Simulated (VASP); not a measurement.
Here is a VASP 6.6.1 calculation.

The input INCAR:

```
SYSTEM = Tl2PtS3
PREC = Accurate
ENCUT = 600
EDIFF = 1E-7
ISMEAR = -1
SIGMA = 0.05
LREAL = .FALSE.
LASPH = .TRUE.
NELM = 80
ALGO = Normal
ISIF = 3
LWAVE = .FALSE.
LCHARG = .FALSE.
GGA = PS
IBRION = 2
NSW = 100
EDIFFG = -0.01
```

File KPOINTS:

```
Automatic mesh
0
G
  6 6 2
  0 0 0
```

File POSCAR:

```
Tl2PtS3
1.0
    3.7009212956     -0.0277786848     -0.0020638167
   -1.8745176901      3.2627597744      0.0352941369
   -0.0061206225      0.1173301023     11.0341452341
Tl Pt S
2 1 3
Direct
    0.2904576046      0.6122982958      0.6625005638
    0.6533448983      0.3678350430      0.3521694494
    0.0029989018      0.0171365660     -0.0226219823
    0.3498872828      0.6426426486      0.1352459369
    0.6591146153      0.3290701591      0.9106327465
    0.0170964176      0.0114903533      0.5094799682
```

Potentials or basis: VASP PAW PBE potentials, release 64 (Tl_d, Pt, S).

Run with:

```bash
$ cat potpaw_PBE.64/Tl_d/POTCAR potpaw_PBE.64/Pt/POTCAR potpaw_PBE.64/S/POTCAR > POTCAR
$ mpirun -np 1 vasp_std > vasp.out
```

(1) What does it give for the band gap on the k mesh?

(2) What does it give for the relaxed volume?

Results:

(1) zero (bands 27 and 28 overlap by 0.70 eV).

(2) 21.95 Å³/atom.

Caveat: the PAW data sets were made with another functional, which shifts forces and pressure a little; spin-orbit coupling is left out, which moves the levels of the heavy elements.
